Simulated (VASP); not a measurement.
Set up this calculation in VASP 6.6.1, as the native input.

```yaml
Task: single point
Functional: PBE
Potentials_or_basis: VASP PAW PBE potentials, release 64 (Li_sv, Si, N)
Cutoff: 520 eV
k_mesh: 6 × 6 × 4
Occupations: gaussian, width 0.1 eV
Spin: no spin polarisation
Dipole_correction: no
Further_INCAR_settings: ALGO = Normal; EDIFF = 1e-06; NBANDS = 20
```

The structure of Li3SiN2 lies in POSCAR:

```
Li3SiN2
1.0
    3.2067894113      0.0000000000      0.0000000000
    0.0000000000      3.2067894113      0.0000000000
    0.0000000000      0.0000000000      5.0639823030
Li Si N
3 1 2
Direct
    0.5000000000      0.0000000000      1.0085840741
    0.0000000000      0.5000000000      1.0085840741
    0.0000000000      0.0000000000      0.3583875163
    0.5000000000      0.5000000000      0.6112742024
    0.5000000000      0.5000000000      0.2750073834
    0.0000000000      0.0000000000      0.7381627796
```

The cell was generated, and may not be a known phase.

The input as run:

INCAR

```
  ALGO = Normal
  EDIFF = 1E-6
  ENCUT = 520
  GGA = PE
  ISIF = 2
  ISMEAR = 0
  LASPH = True
  LCHARG = False
  LREAL = False
  LWAVE = False
  NBANDS = 20
  NELM = 100
  PREC = Accurate
  SIGMA = 0.1
```

KPOINTS

```
k-points
0
Gamma
  6 6 4
```

Potentials or basis: VASP PAW PBE potentials, release 64 (Li_sv, Si, N).

Run with:

```sh
$ cat potpaw_PBE.64/Li_sv/POTCAR potpaw_PBE.64/Si/POTCAR potpaw_PBE.64/N/POTCAR > POTCAR
$ mpirun -np 1 vasp_std > vasp.out
```

It gave:

```yaml
Largest_force: 0.028 eV/Å
Band_gap_on_the_k_mesh: zero (an odd number of electrons rules out a gap without spin polarisation)
```

Caveat: an odd number of electrons without spin polarisation forces a metal; a magnetic or distorted state may lie lower.

Run time: 13 s on 1 thread of AMD EPYC 9R45 96-Core Processor (Zen 5), on a shared host, peak memory 0.14 GiB.
